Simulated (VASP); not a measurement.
# ZnS (P6_3mc) in VASP: further runs

Runs on ZnS. Level: LDA. Tasks: single point.

Program: VASP 6.6.1. These are calculated values, not measurements. Logs are shortened: lines on timing, memory, paths and dates and some standing lists are left out, and cuts for length are marked.

**1. The cell of the first run**

Symmetry: P6_3mc, No. 186, hexagonal system. Conventional cell: a = 3.720 Å, b = 3.720 Å, c = 6.161 Å, α = 90.00°, β = 90.00°, γ = 120.00°. Within 3.0 Å of Zn (site symmetry 3m) lie 4 S at 2.28 to 2.30 Å. Within 3.0 Å of S (site symmetry 3m) lie 4 Zn at 2.28 to 2.30 Å.

**2. Single point, LDA (in-plane strain -0.005)**

Contents of INCAR:

```
  PREC = Accurate
  ENCUT = 520
  EDIFF = 1E-6
  ISMEAR = 0
  SIGMA = 0.01
  LREAL = False
  LASPH = True
  NELM = 60
  ALGO = Normal
  ISIF = 2
  LWAVE = False
  LCHARG = True
  GGA = CA
  LELF = True
  LVHAR = True
  NBANDS = 26
```

Contents of KPOINTS:

```
regular mesh
0
Gamma
  6 6 4
```

Contents of POSCAR:

```
ZnS
1.0
    3.7195412745      0.0000000000      0.0000000000
   -1.8597706372      3.2212172341      0.0000000000
    0.0000000000      0.0000000000      6.1614266459
Zn S
2 2
Direct
    0.3333333333      0.6666666667      0.0055913299
    0.6666666667      0.3333333333      0.5055913299
    0.3333333333      0.6666666667      0.3794086701
    0.6666666667      0.3333333333      0.8794086701
```

Potentials or basis: VASP PAW LDA potentials, release 64 (Zn, S).

The run is started by

```sh
$ cat potpaw_LDA.64/Zn/POTCAR potpaw_LDA.64/S/POTCAR > POTCAR
$ mpirun -np 1 vasp_std > vasp.out
```

OUTCAR:

```text
PREC = Accurate
   ENCUT = 520
   EDIFF = 1E-6
   ISMEAR = 0
   LREAL = False
   LASPH = True
   NELM = 60
   ISIF = 2
   GGA = CA

 ion  position               nearest neighbor table
   1  0.333  0.667  0.006-   4 2.28   4 2.28   4 2.28   3 2.30
   2  0.667  0.333  0.506-   3 2.28   3 2.28   3 2.28   4 2.30
   3  0.333  0.667  0.379-   2 2.28   2 2.28   2 2.28   1 2.30
   4  0.667  0.333  0.879-   1 2.28   1 2.28   1 2.28   2 2.30

  LATTYP: Found a hexagonal cell.
 ALAT       =     3.7195412745
 C/A-ratio  =     1.6565017542

  Lattice vectors:

 A1 = (   3.7195412745,   0.0000000000,   0.0000000000)
 A2 = (  -1.8597706372,   3.2212172341,   0.0000000000)
 A3 = (   0.0000000000,   0.0000000000,   6.1614266459)

Analysis of symmetry for initial positions (statically):
=====================================================================
 Subroutine PRICEL returns:
 Original cell was already a primitive cell.

 Routine SETGRP: Setting up the symmetry group for a
 hexagonal supercell.

 Subroutine GETGRP returns: Found 12 space group operations
 (whereof  6 operations were pure point group operations)
 out of a pool of 24 trial point group operations.

The static configuration has the point symmetry C_3v.
 The point group associated with its full space group is C_6v.

Analysis of symmetry for dynamics (positions and initial velocities):
=====================================================================
 Subroutine PRICEL returns:
 Original cell was already a primitive cell.

 Routine SETGRP: Setting up the symmetry group for a
 hexagonal supercell.

 Subroutine GETGRP returns: Found 12 space group operations
 (whereof  6 operations were pure point group operations)
 out of a pool of 24 trial point group operations.

The dynamic configuration has the point symmetry C_3v.
 The point group associated with its full space group is C_6v.

 Subroutine INISYM returns: Found 12 space group operations
 (whereof  6 operations are pure point group operations),
 and found     1 'primitive' translations

----------------------------------------------------------------------------------------

                                     Primitive cell

  volume of cell :      73.8228

  direct lattice vectors                    reciprocal lattice vectors
     3.719541275  0.000000000  0.000000000     0.268850357  0.155220826  0.000000000
    -1.859770637  3.221217234  0.000000000     0.000000000  0.310441652  0.000000000
     0.000000000  0.000000000  6.161426646     0.000000000  0.000000000  0.162300074

[... 84 lines left out ...]
   LREAL  =      F    real-space projection
   EDIFFG = 0.1E-04   stopping-criterion for IOM
   NSW    =      0    number of steps for IOM
   IBRION =     -1    ionic relax: 0-MD 1-quasi-New 2-CG
   NFREE  =      0    steps in history (QN), initial steepest desc. (CG)
   ISIF   =      2    stress and relaxation
   ISYM   =      2    0-nonsym 1-usesym 2-fastsym
   POTIM  = 0.5000    time-step for ionic-motion
   TEBEG  =    0.0;   TEEND  =   0.0 temperature during run
   PSTRESS=    0.0 pullay stress
   NELECT =      36.0000    total number of electrons
   NUPDOWN=      -1.0000    fix difference up-down
   EMIN   =  10.00;   EMAX   =-10.00  energy-range for DOS
   EFERMI =   0.00;   METHOD = LEGACY
   ISMEAR =     0;   SIGMA  =   0.01  broadening in eV -4-tet -1-fermi 0-gaus
   EFERMI_NEDOS =   21; number of points for ismear=-14 and -15
   IALGO  =     38    algorithm
   IMIX   =      4    mixing-type and parameters
     AMIX     =   0.40;   BMIX     =  1.00
     AMIX_MAG =   1.60;   BMIX_MAG =  1.00
  volume/ion in A,a.u.               =      18.46       124.55
  Fermi-wavevector in a.u.,A,eV,Ry     =   1.288582  2.435067 22.591711  1.660444
  Thomas-Fermi vector in A             =   2.420527
   LORBIT       =      0    0 simple, 1 ext, 2 COOP (PROOUT), +10 PAW based schemes
   GGA     = CA    functional components
   LHFCALC =     F    Hartree Fock is set to
   AEXX    =    0.0000 exact exchange contribution
   IVDW    =     0    specifies the selected vdW correction
   LEPSILON=     F    determine dielectric tensor
   LRPA    =     F    only Hartree local field effects (RPA)
 non-spin polarized calculation
 Gauss-broadening in eV      SIGMA  =   0.01
  energy-cutoff  :      520.00
  volume of cell :       73.82
 maximum number of plane-waves:      2012
 NGX is ok and might be reduce to    28
   NGX = 13   NGY = 13   NGZ = 23

 number of electron      36.0000025 magnetization

 Free energy of the ion-electron system (eV)
  ---------------------------------------------------
  ext. energy  EPLUGINS =         0.00000000
  ---------------------------------------------------
  free energy    TOTEN  =       -16.39499852 eV

  energy without entropy =      -16.39499852  energy(sigma->0) =      -16.39499852

 E-fermi :   2.6837     XC(G=0): -10.3416

 val. band max:        2.6154832833   @ k =   0.0000   0.0000   0.0000
 cond. band min:       4.8520220940   @ k =   0.0000   0.0000   0.0000
 fundamental gap:      2.2365388108
 Fermi energy:         2.6836971031

 k-point     1 :       0.0000    0.0000    0.0000
  band No.  band energies     occupation
      1     -11.0245      2.00000
      2      -9.9638      2.00000
      3      -4.1948      2.00000
      4      -4.1811      2.00000
      5      -4.1811      2.00000
      6      -4.0933      2.00000
[... 598 lines left out ...]
     25      12.2469      0.00000
     26      12.2469      0.00000

------------------------ aborting loop because EDIFF is reached ----------------------------------------

  FORCE on cell =-STRESS in cart. coord.  units (eV):
  Direction    XX          YY          ZZ          XY          YZ          ZX
  --------------------------------------------------------------------------------------
  -------------------------------------------------------------------------------------
  Total        0.6156916      0.6156916     -0.0267800      0.0000000      0.0000000      0.0000000
  in kB       13.3623591     13.3623591     -0.5812072      0.0000000      0.0000000      0.0000000
  external PRESSURE =       8.7145037 kB  Pullay stress =       0.0000000 kB

 VOLUME and BASIS-vectors are now :
 -----------------------------------------------------------------------------
  energy-cutoff  :      520.00
  volume of cell :       73.82
      direct lattice vectors                 reciprocal lattice vectors
     3.719541275  0.000000000  0.000000000     0.268850357  0.155220826  0.000000000
    -1.859770637  3.221217234  0.000000000     0.000000000  0.310441652  0.000000000
     0.000000000  0.000000000  6.161426646     0.000000000  0.000000000  0.162300074

 POSITION                                       TOTAL-FORCE (eV/Angst)
 -----------------------------------------------------------------------------------
     -0.00000      2.14748      0.03445         0.000000     -0.000000      0.067166
      1.85977      1.07374      3.11516        -0.000000     -0.000000      0.067166
     -0.00000      2.14748      2.33770        -0.000000     -0.000000     -0.067166
      1.85977      1.07374      5.41841         0.000000      0.000000     -0.067166
 -----------------------------------------------------------------------------------
    total drift:                               -0.000001     -0.000001     -0.001185

  FREE ENERGIE OF THE ION-ELECTRON SYSTEM (eV)
  ---------------------------------------------------
  free  energy   TOTEN  =       -16.3949985177 eV

  energy  without entropy=      -16.3949985177  energy(sigma->0) =      -16.39499852
```

OSZICAR:

```text
N       E                     dE             d eps       ncg     rms          rms(c)
DAV:   1     0.248614736235E+03    0.24861E+03   -0.17416E+04  1092   0.171E+03
DAV:   2     0.777432351471E+01   -0.24084E+03   -0.23033E+03  1134   0.357E+02
DAV:   3    -0.166490668245E+02   -0.24423E+02   -0.24168E+02  1286   0.113E+02
DAV:   4    -0.172687155521E+02   -0.61965E+00   -0.61824E+00  1274   0.182E+01
DAV:   5    -0.172784327550E+02   -0.97172E-02   -0.97144E-02  1300   0.224E+00    0.110E+01
DAV:   6    -0.164351074518E+02    0.84333E+00   -0.16855E+00  1546   0.394E+01    0.825E+00
DAV:   7    -0.164129106291E+02    0.22197E-01   -0.12904E+00  1146   0.718E+00    0.331E+00
DAV:   8    -0.163963933737E+02    0.16517E-01   -0.37851E-02  1204   0.124E+00    0.873E-01
DAV:   9    -0.163949376549E+02    0.14557E-02   -0.97659E-03  1450   0.104E+00    0.240E-01
DAV:  10    -0.163949832407E+02   -0.45586E-04   -0.37864E-04  1272   0.208E-01    0.115E-01
DAV:  11    -0.163949988994E+02   -0.15659E-04   -0.30804E-05  1248   0.552E-02    0.446E-02
DAV:  12    -0.163949985177E+02    0.38175E-06   -0.44890E-06  1290   0.305E-02
   1 F= -.16394999E+02 E0= -.16394999E+02  d E =-.485036E-24
```

stdout:

```text
POSCAR found type information on POSCAR ZnS
 POSCAR found :  2 types and       4 ions
 scaLAPACK will be used
 LDA part: xc-table for (Slater(with rela. corr.)+CA(PZ))
 , standard interpolation
 POSCAR, INCAR and KPOINTS ok, starting setup
 FFT: planning ... GRIDC
 FFT: planning ... GRID_SOFT
 FFT: planning ... GRID
 WAVECAR not read
 entering main loop
```

It took 26 s on 1 thread of Intel Xeon Platinum 8488C (Sapphire Rapids), shared host; peak memory 0.17 GiB.

What came out:

```
Free energy            : -16.3950 eV
Pressure               : 0.9 GPa
Largest force          : 0.067 eV/Å
Band gap on the k mesh : 2.24 eV, direct
```

Forces on the atoms (eV/Å):
```
Zn   0.000  0.000  0.067
Zn   0.000  0.000  0.067
S    0.000  0.000 -0.067
S    0.000  0.000 -0.067
```

Stress tensor (GPa, compression positive):
```
 1.34  0.00  0.00
 0.00  1.34  0.00
 0.00  0.00 -0.06
```

Levels at points of the mesh, in eV from the valence-band top:
```tsv
k point	band 15	band 16	band 17	band 18	band 19	band 20	band 21	band 22
(0.00, 0.00, 0.00)	-0.97	-0.14	0.00	0.00	2.24	3.08	6.15	6.15
(0.50, 0.00, 0.00)	-3.65	-2.48	-1.95	-1.01	3.44	4.21	4.83	6.75
(0.00, 0.00, 0.50)	-0.51	-0.51	-0.51	-0.51	3.57	3.57	6.63	6.63
(0.50, 0.00, 0.50)	-1.87	-1.87	-1.80	-1.80	3.31	3.31	4.99	4.99
```

Caveat: the cell differs from its parent crystal (in-plane strain -0.005).

**3. Single point, LDA (film at in-plane strain -0.005)**

Contents of INCAR:

```
PREC = Accurate
ENCUT = 520
EDIFF = 1E-7
ISMEAR = 0
SIGMA = 0.01
LREAL = False
LASPH = True
NELM = 60
ALGO = Normal
ISIF = 2
LWAVE = False
LCHARG = False
NBANDS = 26
```

Contents of KPOINTS:

```
Automatic mesh
0
Gamma
  6 6 4
```

Contents of POSCAR:

```
ZnS
1.0
    3.7195412745      0.0000000000      0.0000000000
   -1.8597706372      3.2212172341      0.0000000000
    0.0000000000      0.0000000000      6.1609054208
Zn S
2 2
Direct
    0.3333333333      0.6666666667      0.0063999118
    0.6666666667      0.3333333333      0.5063999118
    0.3333333333      0.6666666667      0.3786000882
    0.6666666667      0.3333333333      0.8786000882
```

Potentials or basis: VASP PAW LDA potentials, release 64 (Zn, S).

The run is started by

```sh
$ cat potpaw_LDA.64/Zn/POTCAR potpaw_LDA.64/S/POTCAR > POTCAR
$ mpirun -np 1 vasp_std > vasp.out
```

Run time: 34 s. Hardware: 1 thread of Intel Xeon Platinum 8488C (Sapphire Rapids), shared host; peak memory 0.17 GiB.

The run converged. Its results:

```yaml
Free_energy: -16.3957 eV
Pressure: 0.9 GPa
Band_gap_on_the_k_mesh: 2.23 eV, direct
```

Stress tensor (GPa, compression positive):
```
1.20 0.00 0.00
0.00 1.20 0.00
0.00 0.00 0.32
```

Levels at points of the mesh, in eV from the valence-band top:
```tsv
k point	band 15	band 16	band 17	band 18	band 19	band 20	band 21	band 22
(0.00, 0.00, 0.00)	-0.99	-0.15	0.00	0.00	2.23	3.09	6.14	6.14
(0.50, 0.00, 0.00)	-3.67	-2.48	-1.97	-0.99	3.44	4.20	4.82	6.71
(0.00, 0.00, 0.50)	-0.52	-0.52	-0.52	-0.52	3.58	3.58	6.63	6.63
(0.50, 0.00, 0.50)	-1.88	-1.88	-1.80	-1.80	3.30	3.30	5.01	5.01
```

Caveat: the cell differs from its parent crystal (film at in-plane strain -0.005).

**4. Single point, LDA (in-plane strain +0.005, then relaxed in part)**

Contents of INCAR:

```
ALGO = Normal ; EDIFF = 1E-6
ENCUT = 520 ; GGA = CA
ISIF = 2 ; ISMEAR = 0
LASPH = T ; LCHARG = F
LREAL = F ; LWAVE = F
NBANDS = 26 ; NELM = 60
PREC = Accurate ; SIGMA = 0.01
```

Contents of KPOINTS:

```
k-points
0
Gamma
  6 6 4
```

Contents of POSCAR:

```
ZnS
1.0
    3.7569235988      0.0000000000      0.0000000000
   -1.8784617994      3.2535912767      0.0000000000
    0.0000000000      0.0000000000      6.1247606504
Zn S
2 2
Direct
    0.3333333333      0.6666666667      0.0048441727
    0.6666666667      0.3333333333      0.5048441727
    0.3333333333      0.6666666667      0.3801558273
    0.6666666667      0.3333333333      0.8801558273
```

The run is started by

```sh
$ cat potpaw_LDA.64/Zn/POTCAR potpaw_LDA.64/S/POTCAR > POTCAR
$ mpirun -np 1 vasp_std > vasp.out
```

Run time: 23 s. Hardware: 1 thread of Intel Xeon Platinum 8488C (Sapphire Rapids), shared host; peak memory 0.17 GiB.

Results (log left out):

```yaml
Free_energy: -16.3978 eV
Pressure: -0.3 GPa
Band_gap_on_the_k_mesh: 2.22 eV, direct
```

Stress tensor (GPa, compression positive):
```
-0.60  0.00  0.00
 0.00 -0.60  0.00
 0.00  0.00  0.21
```

Levels at points of the mesh, in eV from the valence-band top:
```tsv
k point	band 14	band 15	band 16	band 17	band 18	band 19	band 20	band 21	band 22	band 23
(0.00, 0.00, 0.00)	-0.99	-0.99	-0.06	0.00	0.00	2.22	2.94	6.10	6.10	6.47
(0.50, 0.00, 0.00)	-4.38	-3.56	-2.46	-1.86	-0.97	3.40	4.23	4.94	6.76	7.52
(0.00, 0.00, 0.50)	-3.02	-0.52	-0.52	-0.52	-0.52	3.48	3.48	6.59	6.59	6.59
(0.50, 0.00, 0.50)	-5.20	-1.77	-1.77	-1.75	-1.75	3.37	3.37	5.05	5.05	8.79
```

Caveat: the cell differs from its parent crystal (in-plane strain +0.005, then relaxed in part).

**5. Single point, LDA (in-plane strain +0.005)**

Contents of INCAR:

```
SYSTEM = ZnS
  PREC = Accurate
  ENCUT = 520
  EDIFF = 1E-7
  ISMEAR = 0
  SIGMA = 0.01
  LREAL = .FALSE.
  LASPH = .TRUE.
  NELM = 60
  ALGO = Normal
  ISIF = 2
  LWAVE = .FALSE.
  LCHARG = .TRUE.
  GGA = CA
  LELF = .TRUE.
  LVHAR = .TRUE.
  NBANDS = 26
```

Contents of KPOINTS:

```
regular mesh
0
G
  6 6 4
  0 0 0
```

Contents of POSCAR:

```
ZnS
1.0
    3.7569235988      0.0000000000      0.0000000000
   -1.8784617994      3.2535912767      0.0000000000
    0.0000000000      0.0000000000      6.1245686600
Zn S
2 2
Direct
    0.3333333333      0.6666666667      0.0055913299
    0.6666666667      0.3333333333      0.5055913299
    0.3333333333      0.6666666667      0.3794086701
    0.6666666667      0.3333333333      0.8794086701
```

The run is started by

```sh
$ cat potpaw_LDA.64/Zn/POTCAR potpaw_LDA.64/S/POTCAR > POTCAR
$ mpirun -np 1 vasp_std > vasp.out
```

It took 30 s on 1 thread of Intel Xeon Platinum 8488C (Sapphire Rapids), shared host; peak memory 0.17 GiB.

Results (log left out):

```yaml
Free_energy: -16.3972 eV
Pressure: -0.3 GPa
Largest_force: 0.062 eV/Å
Band_gap_on_the_k_mesh: 2.21 eV, direct
```

Forces on the atoms (eV/Å):
```
Zn   0.000  0.000 -0.062
Zn   0.000  0.000 -0.062
S    0.000  0.000  0.062
S    0.000  0.000  0.062
```

Stress tensor (GPa, compression positive):
```
-0.73  0.00  0.00
 0.00 -0.73  0.00
 0.00  0.00  0.55
```

Levels at points of the mesh, in eV from the valence-band top:
```
           k point  band 14  band 15  band 16  band 17  band 18  band 19  band 20  band 21  band 22  band 23
(0.00, 0.00, 0.00)    -1.00    -1.00    -0.07     0.00     0.00     2.21     2.96     6.10     6.10     6.47
(0.50, 0.00, 0.00)    -4.37    -3.58    -2.46    -1.88    -0.95     3.40     4.22     4.93     6.72     7.52
(0.00, 0.00, 0.50)    -3.04    -0.53    -0.53    -0.53    -0.53     3.48     3.48     6.59     6.59     6.59
(0.50, 0.00, 0.50)    -5.20    -1.77    -1.77    -1.76    -1.76     3.36     3.36     5.06     5.06     8.76
```

Caveat: the cell differs from its parent crystal (in-plane strain +0.005).

**6. Single point, LDA (film at in-plane strain +0.005)**

Contents of INCAR:

```
SYSTEM = ZnS
PREC     = Accurate       ! precision mode
ENCUT    = 520            ! plane-wave cutoff, eV
EDIFF    = 1E-6           ! SCF threshold, eV
ISMEAR   = 0              ! smearing method
SIGMA    = 0.01           ! smearing width, eV
LREAL    = .FALSE.        ! projectors in reciprocal space
LASPH    = .TRUE.         ! aspherical terms in the spheres
NELM     = 100            ! most SCF steps
ALGO     = Normal         ! electronic algorithm
ISIF     = 2              ! what is computed and relaxed
LWAVE    = .FALSE.        ! write WAVECAR
LCHARG   = .FALSE.        ! write CHGCAR
NBANDS   = 26             ! bands
```

Contents of KPOINTS:

```
Automatic mesh
0
G
  6 6 4
  0 0 0
```

Contents of POSCAR:

```
ZnS
1.0
    3.7569235988      0.0000000000      0.0000000000
   -1.8784617994      3.2535912767      0.0000000000
    0.0000000000      0.0000000000      6.1247606504
Zn S
2 2
Direct
    0.3333333333      0.6666666667      0.0048441727
    0.6666666667      0.3333333333      0.5048441727
    0.3333333333      0.6666666667      0.3801558273
    0.6666666667      0.3333333333      0.8801558273
```

Potentials or basis: VASP PAW LDA potentials, release 64 (Zn, S).

The run is started by

```sh
$ cat potpaw_LDA.64/Zn/POTCAR potpaw_LDA.64/S/POTCAR > POTCAR
$ mpirun -np 1 vasp_std > vasp.out
```

It used 29 s of CPU time on 1 thread of Intel Xeon 6975P-C, with other jobs on the host.

The run converged. Its results:

```
Free energy            : -16.3978 eV
Pressure               : -0.3 GPa
Band gap on the k mesh : 2.22 eV, direct
```

Stress tensor (GPa, compression positive):
```
-0.60  0.00  0.00
 0.00 -0.60  0.00
 0.00  0.00  0.21
```

Levels at points of the mesh, in eV from the valence-band top:
```csv
k point,band 14,band 15,band 16,band 17,band 18,band 19,band 20,band 21,band 22,band 23
"(0.00, 0.00, 0.00)",-0.99,-0.99,-0.06,0.00,0.00,2.22,2.94,6.10,6.10,6.47
"(0.50, 0.00, 0.00)",-4.38,-3.56,-2.46,-1.86,-0.97,3.40,4.23,4.94,6.76,7.52
"(0.00, 0.00, 0.50)",-3.02,-0.52,-0.52,-0.52,-0.52,3.48,3.48,6.59,6.59,6.59
"(0.50, 0.00, 0.50)",-5.20,-1.77,-1.77,-1.75,-1.75,3.37,3.37,5.05,5.05,8.79
```

Caveat: the cell differs from its parent crystal (film at in-plane strain +0.005).
